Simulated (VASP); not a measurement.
Runs of VASP 6.6.1 on Ge. The structure is that of space group Fd-3m (No. 227), or close to it. The cells are those of the table. 

```tsv
cell	gap on the mesh (eV)	pressure (GPa)
a = 3.947 Å, angles 60.0°, 2 atoms	(b)	1.8
a = 4.001 Å, angles 60.0°, 2 atoms	none	-1.0
a = 4.105 Å, angles 60.0°, 2 atoms	none	-5.3
a = 3.891 Å, angles 60.0°, 2 atoms	0.33	(a)
a = 4.053 Å, angles 60.0°, 2 atoms	none	-3.4
```

Alike in all rows: task single point; level LDA; potentials or basis VASP PAW LDA potentials, release 64 (Ge_d); no spin polarisation; k mesh 6 × 6 × 6; cutoff (eV) 520; smearing fermi-dirac 0.05 eV.

Question: Estimate the missing entries.

Answer: (a) 5.6; (b) 0.19.

A k mesh can miss the band edges, and the runs leave out spin-orbit coupling on Ge.

A gap of «none» marks levels without a gap at the run's occupations.
